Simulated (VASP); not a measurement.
Write the native input for VASP 6.6.1 that does the following.

| Quantity | Value |
| --- | --- |
| Task | single point |
| Functional | PBEsol |
| Potentials or basis | VASP PAW PBE potentials, release 64 (Co_sv, Al) |
| Cutoff | 600 eV |
| k mesh | 8 × 8 × 8 |
| Occupations | fermi-dirac, width 0.05 eV |
| Spin | collinear spin, ferromagnetic start |
| Starting moments | [2.0, 2.0, 2.0, 0.0] μB |
| Dipole correction | no |
| Further INCAR settings | ALGO = Normal; EDIFF = 1e-06; NBANDS = 39 |

The structure of AlCo3 lies in POSCAR:

```
AlCo3
1.0
    3.5509543375      0.0000000000      0.0000000000
    0.0000000000      3.5509543375      0.0000000000
    0.0000000000      0.0000000000      3.5509543375
Co Al
3 1
Direct
    0.0000000000      0.5000000000      0.5000000000
    0.5000000000      0.0000000000      0.5000000000
    0.5000000000      0.5000000000      0.0000000000
    0.0000000000      0.0000000000      0.0000000000
```

One way to write it, as run:

INCAR

```
PREC = Accurate
ENCUT = 600
EDIFF = 1E-6
ISMEAR = -1
SIGMA = 0.05
LREAL = F
LASPH = T
NELM = 200
ALGO = Normal
ISIF = 2
LWAVE = F
LCHARG = T
ISPIN = 2
MAGMOM = 2 2 2 0
LORBIT = 11
LMAXMIX = 4
GGA = PS
LELF = T
LVHAR = T
NBANDS = 39
GGA_COMPAT = F
```

KPOINTS

```
Automatic mesh
0
Gamma
  8 8 8
```

Potentials or basis: VASP PAW PBE potentials, release 64 (Co_sv, Al).

Launch:

```sh
$ cat potpaw_PBE.64/Co_sv/POTCAR potpaw_PBE.64/Al/POTCAR > POTCAR
$ mpirun -np 1 vasp_std > vasp.out
```

Results of the run:

```yaml
Pressure: -6.2 GPa
Net_moment: 3.82 μB per cell
Site_moments: Co +1.31; Al -0.04 μB
Valence_electrons_inside_the_program's_atomic_spheres: Co 15.10; Al 0.83
```

Caveat: the cell stands under tension; the PAW data sets were made with another functional, which shifts forces and pressure a little.

Run time: 2.6 min on 1 thread of Intel(R) Xeon(R) 6975P-C (Granite Rapids), with other jobs on the host, peak memory 0.24 GiB.
